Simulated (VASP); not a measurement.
Input of a VASP 6.6.1 run:

File INCAR:

```
PREC = Accurate
ENCUT = 520
EDIFF = 1E-6
ISMEAR = -1
SIGMA = 0.05
LREAL = False
LASPH = True
NELM = 150
ALGO = Normal
ISIF = 2
LWAVE = False
LCHARG = True
ISPIN = 2
MAGMOM = 2 2 2 2 0 0 0 0
LORBIT = 11
LMAXMIX = 4
GGA = PS
LELF = True
LVHAR = True
NBANDS = 47
```

KPOINTS

```
Automatic mesh
0
Gamma
  9 9 2
```

File POSCAR:

```
AlV2C
1.0
    2.8875990726      0.0000000000      0.0000000000
   -1.4437995363      2.5007341528      0.0000000000
    0.0000000000      0.0000000000     12.8427266478
V Al C
4 2 2
Direct
    0.3333333333      0.6666666667      0.9136157800
    0.6666666667      0.3333333333      0.0863842200
    0.6666666667      0.3333333333      0.4136157800
    0.3333333333      0.6666666667      0.5863842200
    0.6666666667      0.3333333333      0.7500000000
    0.3333333333      0.6666666667      0.2500000000
    0.0000000000      0.0000000000      0.5000000000
    0.0000000000      0.0000000000      0.0000000000
```

Potentials or basis: VASP PAW PBE potentials, release 64 (V_sv, Al, C).

Launch:

```console
$ cat potpaw_PBE.64/V_sv/POTCAR potpaw_PBE.64/Al/POTCAR potpaw_PBE.64/C/POTCAR > POTCAR
$ mpirun -np 1 vasp_std > vasp.out
```

Question: Predict the largest force.

Answer: 0.349 eV/Å.

Question: What does it give for the band gap on the k mesh?

Answer: Zero (filled and empty bands overlap).

Question: Estimate the net moment.

Answer: 0.00 μB per cell.

Stress tensor (GPa, compression positive):
```
-0.23  0.00  0.00
 0.00 -0.23  0.00
 0.00  0.00  3.40
```

Caveat: the PAW data sets were made with another functional, which shifts forces and pressure a little.
